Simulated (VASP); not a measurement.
Input of a VASP 6.6.1 run:

The input INCAR:

```
SYSTEM = MgF2
ALGO = Normal
EDIFF = 1E-8
ENCUT = 520
GGA = PE
GGA_COMPAT = .FALSE.
ISIF = 2
ISMEAR = 0
LASPH = .TRUE.
LCHARG = .FALSE.
LEPSILON = .TRUE.
LREAL = .FALSE.
LWAVE = .FALSE.
NELM = 120
PREC = Accurate
SIGMA = 0.01
```

KPOINTS

```
k-points
0
G
  4 4 8
  0 0 0
```

POSCAR

```
MgF2
1.0
    4.6220162608      0.0000000000      0.0000000000
    0.0000000000      4.6220162608      0.0000000000
    0.0000000000      0.0000000000      3.0461115451
Mg F
2 4
Direct
    0.0000000000      0.0000000000      0.0000000000
    0.5000000000      0.5000000000      0.5000000000
    0.3029506050      0.3029506050      0.0000000000
    0.1970493950      0.8029506050      0.5000000000
    0.6970493950      0.6970493950      0.0000000000
    0.8029506050      0.1970493950      0.5000000000
```

Potentials or basis: VASP PAW PBE potentials, release 64 (Mg, F).

The run is started by

```console
$ cat potpaw_PBE.64/Mg/POTCAR potpaw_PBE.64/F/POTCAR > POTCAR
$ mpirun -np 1 vasp_std > vasp.out
```

Q: Predict the electronic dielectric tensor (diagonal).

A: 1.97, 1.97, 2.00.

Q: Predict the Born charges (mean of the diagonal).

A: Mg +2.00; F -1.00 e.

Q: Estimate the band gap on the k mesh.

A: 7.12 eV.

Born effective charge tensors (e):
atom 1, Mg
```
1.97 0.04 0.00
0.04 1.97 0.00
0.00 0.00 2.06
```
atom 2, Mg
```
 1.97 -0.04  0.00
-0.04  1.97  0.00
 0.00  0.00  2.06
```
atom 3, F
```
-0.98 -0.20  0.00
-0.20 -0.98  0.00
 0.00  0.00 -1.03
```
atom 4, F
```
-0.98  0.20  0.00
 0.20 -0.98  0.00
 0.00  0.00 -1.03
```
atom 5, F
```
-0.98 -0.20  0.00
-0.20 -0.98  0.00
 0.00  0.00 -1.03
```
atom 6, F
```
-0.98  0.20  0.00
 0.20 -0.98  0.00
 0.00  0.00 -1.03
```

A k mesh can miss the band edges.
